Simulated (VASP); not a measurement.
# NaSiPt3 (P4mm) in VASP: density of states with PBE

Aim: the density of states of NaSiPt3 with PBE.

Everything below comes from runs of VASP 6.6.1. Logs are shortened: lines on timing, memory, paths and dates and some standing lists are left out, and cuts for length are marked.

### Step 1. The cell of the first run

The structure is tetragonal, space group P4mm (No. 99). Conventional cell: a = 3.982 Å, b = 3.982 Å, c = 5.044 Å, α = 90.00°, β = 90.00°, γ = 90.00°. Within 2.9 Å of Pt (site symmetry 2mm) lie 2 Si at 2.16 Å and 6 Pt at 2.81 to 2.82 Å. Pt (site symmetry 4mm) has 2 Si at 2.23 to 2.81 Å and 4 Pt at 2.81 Å and 4 Na at 2.87 Å within 3.0 Å. Si (site symmetry 4mm) has 6 Pt at 2.16 to 2.81 Å within 2.9 Å. Within 3.8 Å of Na (site symmetry 4mm) lie 12 Pt at 2.87 to 3.21 Å and 4 Si at 3.28 Å.

### Step 2. Density of states, PBE

POSCAR reads:

```
NaSiPt3
1.0
    3.9816590000      0.0000000000      0.0000000000
    0.0000000000      3.9816590000      0.0000000000
    0.0000000000      0.0000000000      5.0441000000
Pt Si Na
3 1 1
Direct
    0.0000000000      0.5000000000      0.5000000000
    0.5000000000      0.0000000000      0.5000000000
    0.5000000000      0.5000000000      0.1076000000
    0.5000000000      0.5000000000      0.6650000000
    0.0000000000      0.0000000000      0.0000000000
```

INCAR.step1 reads:

```
ALGO = Normal
EDIFF = 1E-6
ENCUT = 520
GGA = PE
ISIF = 2
ISMEAR = -1
LASPH = T
LCHARG = T
LMAXMIX = 4
LREAL = F
LWAVE = F
NBANDS = 28
NELM = 80
PREC = Accurate
SIGMA = 0.1
```

KPOINTS.step1 reads:

```
k-points
0
Gamma
  9 9 7
```

INCAR.step2 reads:

```
ALGO = Normal
EDIFF = 1E-6
ENCUT = 520
GGA = PE
ICHARG = 11
ISIF = 2
ISMEAR = -5
LASPH = T
LCHARG = F
LMAXMIX = 4
LORBIT = 10
LREAL = F
LWAVE = F
NBANDS = 28
NEDOS = 1001
NELM = 80
PREC = Accurate
SIGMA = 0.1
```

KPOINTS.step2 reads:

```
k-points
0
Gamma
  14 14 11
```

Potentials or basis: VASP PAW PBE potentials, release 64 (Pt, Si, Na_pv).

Run with:

```
> cat potpaw_PBE.64/Pt/POTCAR potpaw_PBE.64/Si/POTCAR potpaw_PBE.64/Na_pv/POTCAR > POTCAR
> cp INCAR.step1 INCAR
> cp KPOINTS.step1 KPOINTS
> mpirun -np 1 vasp_std > vasp.out
> cp INCAR.step2 INCAR
> cp KPOINTS.step2 KPOINTS
> mpirun -np 1 vasp_std > vasp.out
```

OUTCAR:

```text
EDIFF = 1E-6
   ENCUT = 520
   GGA = PE
   ICHARG = 11
   ISIF = 2
   ISMEAR = -5
   LASPH = T
   LORBIT = 10
   LREAL = F
   NELM = 80
   PREC = Accurate

 ion  position               nearest neighbor table
   1  0.000  0.500  0.500-   4 2.16   4 2.16   3 2.81   3 2.81   2 2.82   2 2.82   2 2.82   2 2.82

   2  0.500  0.000  0.500-   4 2.16   4 2.16   3 2.81   3 2.81   1 2.82   1 2.82   1 2.82   1 2.82

   3  0.500  0.500  0.108-   4 2.23   2 2.81   1 2.81   2 2.81   1 2.81   4 2.81   5 2.87   5 2.87
                             5 2.87   5 2.87
   4  0.500  0.500  0.665-   1 2.16   2 2.16   2 2.16   1 2.16   3 2.23   3 2.81
   5  0.000  0.000  0.000-   3 2.87   3 2.87   3 2.87   3 2.87

  LATTYP: Found a simple tetragonal cell.
 ALAT       =     3.9816590000
 C/A-ratio  =     1.2668337494

  Lattice vectors:

 A1 = (   3.9816590000,   0.0000000000,   0.0000000000)
 A2 = (   0.0000000000,   3.9816590000,   0.0000000000)
 A3 = (   0.0000000000,   0.0000000000,   5.0441000000)

Analysis of symmetry for initial positions (statically):
=====================================================================
 Subroutine PRICEL returns:
 Original cell was already a primitive cell.

 Routine SETGRP: Setting up the symmetry group for a
 simple tetragonal supercell.

 Subroutine GETGRP returns: Found  8 space group operations
 (whereof  8 operations were pure point group operations)
 out of a pool of 16 trial point group operations.

The static configuration has the point symmetry C_4v.

Analysis of symmetry for dynamics (positions and initial velocities):
=====================================================================
 Subroutine PRICEL returns:
 Original cell was already a primitive cell.

 Routine SETGRP: Setting up the symmetry group for a
 simple tetragonal supercell.

 Subroutine GETGRP returns: Found  8 space group operations
 (whereof  8 operations were pure point group operations)
 out of a pool of 16 trial point group operations.

The dynamic configuration has the point symmetry C_4v.

 Subroutine INISYM returns: Found  8 space group operations
 (whereof  8 operations are pure point group operations),
 and found     1 'primitive' translations

----------------------------------------------------------------------------------------

                                     Primitive cell

  volume of cell :      79.9672

  direct lattice vectors                    reciprocal lattice vectors
     3.981659000  0.000000000  0.000000000     0.251151593  0.000000000  0.000000000
     0.000000000  3.981659000  0.000000000     0.000000000  0.251151593  0.000000000
     0.000000000  0.000000000  5.044100000     0.000000000  0.000000000  0.198251422

  length of vectors
     3.981659000  3.981659000  5.044100000     0.251151593  0.251151593  0.198251422

  position of ions in fractional coordinates (direct lattice)
     0.000000000  0.500000000  0.500000000
     0.500000000  0.000000000  0.500000000
     0.500000000  0.500000000  0.107600000
     0.500000000  0.500000000  0.665000000
     0.000000000  0.000000000  0.000000000

  ion indices of the primitive-cell ions
   primitive index   ion index
                 1           1
                 2           2
                 3           3
                 4           4
                 5           5

----------------------------------------------------------------------------------------

 KPOINTS: k-points

Automatic generation of k-mesh.
 Grid dimensions read from file:
 generate k-points for:   14   14   11

 Generating k-lattice:

  Cartesian coordinates                     Fractional coordinates (reciprocal lattice)
     0.017939399  0.000000000  0.000000000     0.071428571  0.000000000  0.000000000
     0.000000000  0.017939399  0.000000000     0.000000000  0.071428571  0.000000000
     0.000000000  0.000000000  0.018022857     0.000000000  0.000000000  0.090909091

  Length of vectors
     0.017939399  0.017939399  0.018022857

  Shift w.r.t. Gamma in fractional coordinates (k-lattice)
     0.000000000  0.000000000  0.000000000

 TETIRR: Found   3241 inequivalent tetrahedra from    12936

 Subroutine IBZKPT returns following result:
 ===========================================

 Found    216 irreducible k-points:

 Following reciprocal coordinates:
            Coordinates               Weight
  0.000000  0.000000  0.000000      1.000000
  0.071429  0.000000  0.000000      4.000000
  0.142857  0.000000  0.000000      4.000000
  0.214286  0.000000  0.000000      4.000000
  0.285714  0.000000  0.000000      4.000000
  0.357143  0.000000  0.000000      4.000000
[... 16 lines left out ...]
  0.285714  0.214286  0.000000      8.000000
  0.357143  0.214286  0.000000      8.000000
 [... further k-points ...]
   k-points           NKPTS =    216   k-points in BZ     NKDIM =    216   number of bands    NBANDS=     28
   number of dos      NEDOS =   1001   number of ions     NIONS =      5
   total plane-waves  NPLWV =  36000
   dimension x,y,z NGX =    30 NGY =   30 NGZ =   40
   dimension x,y,z NGXF=    60 NGYF=   60 NGZF=   80
   ions per type =               3   1   1
   NGX,Y,Z   is equivalent  to a cutoff of  12.53, 12.53, 13.18 a.u.
   NGXF,Y,Z  is equivalent  to a cutoff of  25.05, 25.05, 26.37 a.u.
 SYSTEM =  unknown system
   PREC   = accura    normal or accurate (medium, high low for compatibility)
   ISTART =      0    job   : 0-new  1-cont  2-samecut
   ICHARG =     11    charge: 1-file 2-atom 10-const
   ISPIN  =      1    spin polarized calculation?
   LNONCOLLINEAR =      F non collinear calculations
   LSORBIT =      F    spin-orbit coupling
   LASPH  =      T    aspherical Exc in radial PAW
   ENCUT  =  520.0 eV  38.22 Ry    6.18 a.u.   7.40  7.40  9.38*2*pi/ulx,y,z
   NELM   =     80;   NELMIN=  2; NELMDL=  0     # of ELM steps
   EDIFF  = 0.1E-05   stopping-criterion for ELM
   LREAL  =      F    real-space projection
   EDIFFG = 0.1E-04   stopping-criterion for IOM
   NSW    =      0    number of steps for IOM
   IBRION =     -1    ionic relax: 0-MD 1-quasi-New 2-CG
   NFREE  =      0    steps in history (QN), initial steepest desc. (CG)
   ISIF   =      2    stress and relaxation
   ISYM   =      2    0-nonsym 1-usesym 2-fastsym
   POTIM  = 0.5000    time-step for ionic-motion
   TEBEG  =    0.0;   TEEND  =   0.0 temperature during run
   PSTRESS=    0.0 pullay stress
   NELECT =      41.0000    total number of electrons
   NUPDOWN=      -1.0000    fix difference up-down
   EMIN   =  10.00;   EMAX   =-10.00  energy-range for DOS
   EFERMI =   0.00;   METHOD = LEGACY
   ISMEAR =    -5;   SIGMA  =   0.10  broadening in eV -4-tet -1-fermi 0-gaus
   EFERMI_NEDOS =   21; number of points for ismear=-14 and -15
   IALGO  =     38    algorithm
   IMIX   =      4    mixing-type and parameters
     AMIX     =   0.40;   BMIX     =  1.00
     AMIX_MAG =   1.60;   BMIX_MAG =  1.00
  volume/ion in A,a.u.               =      15.99       107.93
  Fermi-wavevector in a.u.,A,eV,Ry     =   1.310284  2.476078 23.359091  1.716845
  Thomas-Fermi vector in A             =   2.440825
   LORBIT       =     10    0 simple, 1 ext, 2 COOP (PROOUT), +10 PAW based schemes
   GGA     = PE    functional components
   LHFCALC =     F    Hartree Fock is set to
   AEXX    =    0.0000 exact exchange contribution
   IVDW    =     0    specifies the selected vdW correction
   LEPSILON=     F    determine dielectric tensor
   LRPA    =     F    only Hartree local field effects (RPA)
 non-spin polarized calculation
 Fermi weights with tetrahedron method with Bloechl corrections
  energy-cutoff  :      520.00
  volume of cell :       79.97
 maximum number of plane-waves:      2195
 NGX is ok and might be reduce to    30

 number of electron      41.0000001 magnetization

 Free energy of the ion-electron system (eV)
  ---------------------------------------------------
  ext. energy  EPLUGINS =         0.00000000
  ---------------------------------------------------
  free energy    TOTEN  =       -25.77625609 eV

  energy without entropy =      -25.77625609  energy(sigma->0) =      -25.77625609

 E-fermi :   7.9410     XC(G=0): -11.6041

 val. band max:        7.9843712102   @ k =   0.5000   0.5000   0.4545
 cond. band min:       7.9319162614   @ k =   0.2143   0.0714   0.1818
 fundamental gap:     -0.0524549488
 Fermi energy:         7.9410338499

 k-point     1 :       0.0000    0.0000    0.0000
  band No.  band energies     occupation
      1     -14.8668      2.00000
      2     -14.8668      2.00000
      3     -14.8654      2.00000
      4      -4.1747      2.00000
      5       1.5620      2.00000
      6       1.8460      2.00000
[... 20 lines left out ...]
     27      16.2961      0.00000
     28      17.1285      0.00000

 k-point     2 :       0.0714    0.0000    0.0000
  band No.  band energies     occupation
      1     -14.8677      2.00000
      2     -14.8669      2.00000
      3     -14.8653      2.00000
      4      -4.1215      2.00000
      5       1.6066      2.00000
      6       1.8728      2.00000
[... 20 lines left out ...]
     27      16.3588      0.00000
     28      16.8847      0.00000

 k-point     3 :       0.1429    0.0000    0.0000
  band No.  band energies     occupation
      1     -14.8702      2.00000
      2     -14.8671      2.00000
      3     -14.8652      2.00000
      4      -3.9655      2.00000
      5       1.7366      2.00000
      6       1.9501      2.00000
[... 616 lines left out ...]
      3     -14.8645      2.00000
      4      -2.9735      2.00000
      5       1.4291      2.00000
      6       2.2306      2.00000
[... 20 lines left out ...]
     27      15.8130      0.00000
     28      16.0403      0.00000

 k-point    24 :       0.3571    0.2143    0.0000
  band No.  band energies     occupation
      1     -14.8798      2.00000
      2     -14.8726      2.00000
      3     -14.8643      2.00000
      4      -2.6455      2.00000
      5       1.2864      2.00000
      6       1.8309      2.00000
[... 20 lines left out ...]
     27      15.8017      0.00000
     28      16.2662      0.00000

 [... further k-points ...]

------------------------ aborting loop because EDIFF is reached ----------------------------------------

  FORCE on cell =-STRESS in cart. coord.  units (eV):
  Direction    XX          YY          ZZ          XY          YZ          ZX
  --------------------------------------------------------------------------------------
  -------------------------------------------------------------------------------------
  Total       15.1849284     15.1849284      9.7713351      0.0000000      0.0000000      0.0000000
  in kB      304.2366405    304.2366405    195.7729451      0.0000000      0.0000000      0.0000000
  external PRESSURE =     268.0820753 kB  Pullay stress =       0.0000000 kB

 VOLUME and BASIS-vectors are now :
 -----------------------------------------------------------------------------
  energy-cutoff  :      520.00
  volume of cell :       79.97
      direct lattice vectors                 reciprocal lattice vectors
     3.981659000  0.000000000  0.000000000     0.251151593  0.000000000  0.000000000
     0.000000000  3.981659000  0.000000000     0.000000000  0.251151593  0.000000000
     0.000000000  0.000000000  5.044100000     0.000000000  0.000000000  0.198251422

 POSITION                                       TOTAL-FORCE (eV/Angst)
 -----------------------------------------------------------------------------------
      0.00000      1.99083      2.52205         0.000000     -0.000000     -2.876028
      1.99083      0.00000      2.52205         0.000000     -0.000000     -2.876028
      1.99083      1.99083      0.54275         0.000000     -0.000000      0.653100
      1.99083      1.99083      3.35433         0.000000      0.000000      5.215955
      0.00000      0.00000      0.00000        -0.000000     -0.000000     -0.117000
 -----------------------------------------------------------------------------------
    total drift:                               -0.000000      0.000000     -0.004073

  FREE ENERGIE OF THE ION-ELECTRON SYSTEM (eV)
  ---------------------------------------------------
  free  energy   TOTEN  =       -25.7762560944 eV

  energy  without entropy=      -25.7762560944  energy(sigma->0) =      -25.77625609

 total charge

# of ion       s       p       d       tot
------------------------------------------
    1        0.737   0.656   8.312   9.706
    2        0.737   0.656   8.312   9.706
    3        0.739   0.388   8.321   9.447
    4        0.793   1.077   0.000   1.870
    5        0.076   6.005   0.000   6.080
--------------------------------------------------
tot          3.082   8.781  24.945  36.808
```

Run time: 4.9 min. Hardware: 1 thread of Intel Xeon Platinum 8259CL at 2.50GHz (Skylake/Cascade Lake), shared host; peak memory 0.5 GiB.

What came out:

- Valence electrons inside the program's atomic spheres: Pt 9.71, 9.45; Si 1.87; Na 6.08

Levels at points of the mesh, in eV from the Fermi level:
```
           k point  band 17  band 18  band 19  band 20  band 21  band 22  band 23  band 24
(0.00, 0.00, 0.00)    -1.63    -1.44    -0.64    -0.06     0.69     0.69     0.74     5.03
(0.50, 0.00, 0.00)    -2.05    -1.47    -1.40    -1.11     0.82     2.30     3.50     3.73
(0.50, 0.50, 0.00)    -1.99    -1.33    -1.09    -0.79     0.73     1.14     1.14     3.97
```

Caveat: spin-orbit coupling is left out, which moves the levels of the heavy elements; tetrahedron occupations give inexact forces and stress in metals.
